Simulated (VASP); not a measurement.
# Si (Fd-3m) in VASP: single point with PBE

Aim: the single point of Si with PBE.

All numbers are computed with VASP 6.6.1; they aren't measurements. Logs are shortened: lines on timing, memory, paths and dates and some standing lists are left out, and cuts for length are marked.

## (1) The cell of the first run

The structure is cubic, space group Fd-3m (No. 227). The conventional cell has a = 5.470 Å, b = 5.470 Å, c = 5.470 Å, α = 90.00°, β = 90.00°, γ = 90.00°. Within 3.1 Å of Si (site symmetry -43m) lie 4 Si at 2.37 Å.

## (2) Single point, PBE

INCAR reads:

```
ALGO = Normal ; EDIFF = 1E-6
ENCUT = 500 ; GGA = PE
GGA_COMPAT = F ; ISIF = 2
ISMEAR = 0 ; LASPH = T
LCHARG = F ; LREAL = F
LWAVE = F ; NBANDS = 11
NELM = 120 ; PREC = Accurate
SIGMA = 0.02
```

KPOINTS reads:

```
k-points
0
Gamma
  8 8 8
```

POSCAR reads:

```
Si
1.0
    0.0000000000      2.7350468318      2.7350468318
    2.7350468318      0.0000000000      2.7350468318
    2.7350468318      2.7350468318      0.0000000000
Si
2
Direct
    0.0000000000      0.0000000000      0.0000000000
    0.2500000000      0.2500000000      0.2500000000
```

Potentials or basis: VASP PAW PBE potentials, release 64 (Si).

Launch:

```console
$ cat potpaw_PBE.64/Si/POTCAR > POTCAR
$ mpirun -np 1 vasp_std > vasp.out
```

OUTCAR:

```text
EDIFF = 1E-6
   ENCUT = 500
   GGA = PE
   ISIF = 2
   ISMEAR = 0
   LASPH = T
   LREAL = F
   NELM = 120
   PREC = Accurate

 ion  position               nearest neighbor table
   1  0.000  0.000  0.000-   2 2.37   2 2.37   2 2.37   2 2.37
   2  0.250  0.250  0.250-   1 2.37   1 2.37   1 2.37   1 2.37

  LATTYP: Found a face centered cubic cell.
 ALAT       =     5.4700936636

  Lattice vectors:

 A1 = (   0.0000000000,   2.7350468318,   2.7350468318)
 A2 = (   2.7350468318,   0.0000000000,   2.7350468318)
 A3 = (   2.7350468318,   2.7350468318,   0.0000000000)

Analysis of symmetry for initial positions (statically):
=====================================================================
 Subroutine PRICEL returns:
 Original cell was already a primitive cell.

 Routine SETGRP: Setting up the symmetry group for a
 face centered cubic supercell.

 Subroutine GETGRP returns: Found 48 space group operations
 (whereof 24 operations were pure point group operations)
 out of a pool of 48 trial point group operations.

The static configuration has the point symmetry T_d .
 The point group associated with its full space group is O_h .

Analysis of symmetry for dynamics (positions and initial velocities):
=====================================================================
 Subroutine PRICEL returns:
 Original cell was already a primitive cell.

 Routine SETGRP: Setting up the symmetry group for a
 face centered cubic supercell.

 Subroutine GETGRP returns: Found 48 space group operations
 (whereof 24 operations were pure point group operations)
 out of a pool of 48 trial point group operations.

The dynamic configuration has the point symmetry T_d .
 The point group associated with its full space group is O_h .

 Subroutine INISYM returns: Found 48 space group operations
 (whereof 24 operations are pure point group operations),
 and found     1 'primitive' translations

----------------------------------------------------------------------------------------

                                     Primitive cell

  volume of cell :      40.9189

  direct lattice vectors                    reciprocal lattice vectors
     0.000000000  2.735046832  2.735046832    -0.182812226  0.182812226  0.182812226
     2.735046832  0.000000000  2.735046832     0.182812226 -0.182812226  0.182812226
     2.735046832  2.735046832  0.000000000     0.182812226  0.182812226 -0.182812226

  length of vectors
     3.867940323  3.867940323  3.867940323     0.316640064  0.316640064  0.316640064

  position of ions in fractional coordinates (direct lattice)
     0.000000000  0.000000000  0.000000000
     0.250000000  0.250000000  0.250000000

  ion indices of the primitive-cell ions
   primitive index   ion index
                 1           1
                 2           2

----------------------------------------------------------------------------------------

 KPOINTS: k-points

Automatic generation of k-mesh.
 Grid dimensions read from file:
 generate k-points for:    8    8    8

 Generating k-lattice:

  Cartesian coordinates                     Fractional coordinates (reciprocal lattice)
    -0.022851528  0.022851528  0.022851528     0.125000000  0.000000000  0.000000000
     0.022851528 -0.022851528  0.022851528     0.000000000  0.125000000  0.000000000
     0.022851528  0.022851528 -0.022851528     0.000000000  0.000000000  0.125000000

  Length of vectors
     0.039580008  0.039580008  0.039580008

  Shift w.r.t. Gamma in fractional coordinates (k-lattice)
     0.000000000  0.000000000  0.000000000

 Subroutine IBZKPT returns following result:
 ===========================================

 Found     29 irreducible k-points:

 Following reciprocal coordinates:
            Coordinates               Weight
  0.000000  0.000000  0.000000      1.000000
  0.125000  0.000000  0.000000      8.000000
  0.250000  0.000000  0.000000      8.000000
  0.375000  0.000000  0.000000      8.000000
  0.500000  0.000000  0.000000      4.000000
  0.125000  0.125000  0.000000      6.000000
[... 16 lines left out ...]
  0.500000  0.250000  0.125000     48.000000
 -0.375000  0.250000  0.125000     24.000000
 [... further k-points ...]
   k-points           NKPTS =     29   k-points in BZ     NKDIM =     29   number of bands    NBANDS=     11
   number of dos      NEDOS =    301   number of ions     NIONS =      2
   total plane-waves  NPLWV =  21952
   dimension x,y,z NGX =    28 NGY =   28 NGZ =   28
   dimension x,y,z NGXF=    56 NGYF=   56 NGZF=   56
   ions per type =               2
   NGX,Y,Z   is equivalent  to a cutoff of  12.03, 12.03, 12.03 a.u.
   NGXF,Y,Z  is equivalent  to a cutoff of  24.07, 24.07, 24.07 a.u.
 SYSTEM =  unknown system
   PREC   = accura    normal or accurate (medium, high low for compatibility)
   ISTART =      0    job   : 0-new  1-cont  2-samecut
   ICHARG =      2    charge: 1-file 2-atom 10-const
   ISPIN  =      1    spin polarized calculation?
   LNONCOLLINEAR =      F non collinear calculations
   LSORBIT =      F    spin-orbit coupling
   LASPH  =      T    aspherical Exc in radial PAW
   ENCUT  =  500.0 eV  36.75 Ry    6.06 a.u.   7.05  7.05  7.05*2*pi/ulx,y,z
   NELM   =    120;   NELMIN=  2; NELMDL= -5     # of ELM steps
   EDIFF  = 0.1E-05   stopping-criterion for ELM
   LREAL  =      F    real-space projection
   EDIFFG = 0.1E-04   stopping-criterion for IOM
   NSW    =      0    number of steps for IOM
   IBRION =     -1    ionic relax: 0-MD 1-quasi-New 2-CG
   NFREE  =      0    steps in history (QN), initial steepest desc. (CG)
   ISIF   =      2    stress and relaxation
   ISYM   =      2    0-nonsym 1-usesym 2-fastsym
   POTIM  = 0.5000    time-step for ionic-motion
   TEBEG  =    0.0;   TEEND  =   0.0 temperature during run
   PSTRESS=    0.0 pullay stress
   NELECT =       8.0000    total number of electrons
   NUPDOWN=      -1.0000    fix difference up-down
   EMIN   =  10.00;   EMAX   =-10.00  energy-range for DOS
   EFERMI =   0.00;   METHOD = LEGACY
   ISMEAR =     0;   SIGMA  =   0.02  broadening in eV -4-tet -1-fermi 0-gaus
   EFERMI_NEDOS =   21; number of points for ismear=-14 and -15
   IALGO  =     38    algorithm
   IMIX   =      4    mixing-type and parameters
     AMIX     =   0.40;   BMIX     =  1.00
     AMIX_MAG =   1.60;   BMIX_MAG =  1.00
  volume/ion in A,a.u.               =      20.46       138.07
  Fermi-wavevector in a.u.,A,eV,Ry     =   0.950160  1.795542 12.283394  0.902804
  Thomas-Fermi vector in A             =   2.078511
   LORBIT       =      0    0 simple, 1 ext, 2 COOP (PROOUT), +10 PAW based schemes
   GGA     = PE    functional components
   LHFCALC =     F    Hartree Fock is set to
   AEXX    =    0.0000 exact exchange contribution
   IVDW    =     0    specifies the selected vdW correction
   LEPSILON=     F    determine dielectric tensor
   LRPA    =     F    only Hartree local field effects (RPA)
 non-spin polarized calculation
 Gauss-broadening in eV      SIGMA  =   0.02
  energy-cutoff  :      500.00
  volume of cell :       40.92
 maximum number of plane-waves:      1056
   NGX = 15   NGY = 15   NGZ = 15

 number of electron       8.0000000 magnetization

 Free energy of the ion-electron system (eV)
  ---------------------------------------------------
  ext. energy  EPLUGINS =         0.00000000
  ---------------------------------------------------
  free energy    TOTEN  =       -10.84606292 eV

  energy without entropy =      -10.84606292  energy(sigma->0) =      -10.84606292

 E-fermi :   5.7204     XC(G=0):  -9.3237

 val. band max:        5.6098989766   @ k =   0.0000   0.0000   0.0000
 cond. band min:       6.2610728861   @ k =   0.3750   0.3750   0.0000
 fundamental gap:      0.6511739095
 Fermi energy:         5.7203801884

 k-point     1 :       0.0000    0.0000    0.0000
  band No.  band energies     occupation
      1      -6.2000      2.00000
      2       5.6099      2.00000
      3       5.6099      2.00000
      4       5.6099      2.00000
      5       8.1660      0.00000
      6       8.1660      0.00000
      7       8.1660      0.00000
      8       8.7353      0.00000
      9      13.3181      0.00000
     10      13.3181      0.00000
     11      13.4840      0.00000

 k-point     2 :       0.1250    0.0000    0.0000
  band No.  band energies     occupation
      1      -5.9996      2.00000
      2       4.0193      2.00000
      3       5.3277      2.00000
      4       5.3277      2.00000
      5       8.0505      0.00000
      6       8.5812      0.00000
      7       8.5812      0.00000
      8      10.1363      0.00000
      9      12.8455      0.00000
     10      12.8455      0.00000
     11      14.2595      0.00000

 k-point     3 :       0.2500    0.0000    0.0000
  band No.  band energies     occupation
      1      -5.4156      2.00000
      2       1.7249      2.00000
      3       4.8653      2.00000
      4       4.8653      2.00000
      5       7.5665      0.00000
      6       9.0991      0.00000
      7       9.0991      0.00000
      8      12.3549      0.00000
      9      12.7963      0.00000
     10      12.7963      0.00000
     11      14.5369      0.00000

 k-point     4 :       0.3750    0.0000    0.0000
  band No.  band energies     occupation
      1      -4.5417      2.00000
      2      -0.2583      2.00000
      3       4.5427      2.00000
      4       4.5427      2.00000
      5       7.2019      0.00000
      6       9.0626      0.00000
      7       9.0626      0.00000
      8      13.4453      0.00000
      9      14.1472      0.00000
     10      14.1472      0.00000
     11      15.1158      0.00000
[... 239 lines left out ...]
 k-point    22 :       0.3750    0.2500    0.1250
  band No.  band energies     occupation
      1      -4.8959      2.00000
      2       1.3423      2.00000
      3       2.9597      2.00000
      4       4.2106      2.00000
      5       8.0526      0.00000
      6       9.4342      0.00000
      7       9.8129      0.00000
      8      11.0486      0.00000
      9      13.3202      0.00000
     10      15.7104      0.00000
     11      16.5702      0.00000

 k-point    23 :       0.5000    0.2500    0.1250
  band No.  band energies     occupation
      1      -4.0271      2.00000
      2      -0.1762      2.00000
      3       2.3558      2.00000
      4       3.7236      2.00000
      5       8.4736      0.00000
      6       9.1387      0.00000
      7      10.5861      0.00000
      8      11.4862      0.00000
      9      14.5377      0.00000
     10      15.2331      0.00000
     11      17.5090      0.00000

 k-point    24 :      -0.3750    0.2500    0.1250
  band No.  band energies     occupation
      1      -3.3935      2.00000
      2      -1.0949      2.00000
      3       2.2244      2.00000
      4       3.5008      2.00000
      5       8.6320      0.00000
      6       8.7564      0.00000
      7      11.4545      0.00000
      8      12.6743      0.00000
      9      12.9140      0.00000
     10      16.1152      0.00000
     11      17.1583      0.00000

 [... further k-points ...]
[... 5 lines left out ...]
  --------------------------------------------------------------------------------------
  -------------------------------------------------------------------------------------
  Total       -0.0165841     -0.0165841     -0.0165841      0.0000000     -0.0000000      0.0000000
  in kB       -0.6493473     -0.6493473     -0.6493473      0.0000000     -0.0000000      0.0000000
  external PRESSURE =      -0.6493473 kB  Pullay stress =       0.0000000 kB

 VOLUME and BASIS-vectors are now :
 -----------------------------------------------------------------------------
  energy-cutoff  :      500.00
  volume of cell :       40.92
      direct lattice vectors                 reciprocal lattice vectors
     0.000000000  2.735046832  2.735046832    -0.182812226  0.182812226  0.182812226
     2.735046832  0.000000000  2.735046832     0.182812226 -0.182812226  0.182812226
     2.735046832  2.735046832  0.000000000     0.182812226  0.182812226 -0.182812226

 POSITION                                       TOTAL-FORCE (eV/Angst)
 -----------------------------------------------------------------------------------
      0.00000      0.00000      0.00000        -0.000000     -0.000000     -0.000000
      1.36752      1.36752      1.36752         0.000000      0.000000      0.000000
 -----------------------------------------------------------------------------------
    total drift:                                0.000000      0.000000     -0.000000

  FREE ENERGIE OF THE ION-ELECTRON SYSTEM (eV)
  ---------------------------------------------------
  free  energy   TOTEN  =       -10.8460629224 eV

  energy  without entropy=      -10.8460629224  energy(sigma->0) =      -10.84606292
```

Run time: 16 s. Hardware: 1 thread of Intel Xeon 8259CL, shared host; peak memory 0.15 GiB.

Results:

| Property | Result |
| --- | --- |
| Free energy | -10.8461 eV |
| Pressure | -0.1 GPa |
| Band gap on the k mesh | 0.65 eV, indirect (least direct gap 2.56 eV) |

A k mesh can miss the band edges. PBE gaps usually lie below the measured ones, often by a third to a half.
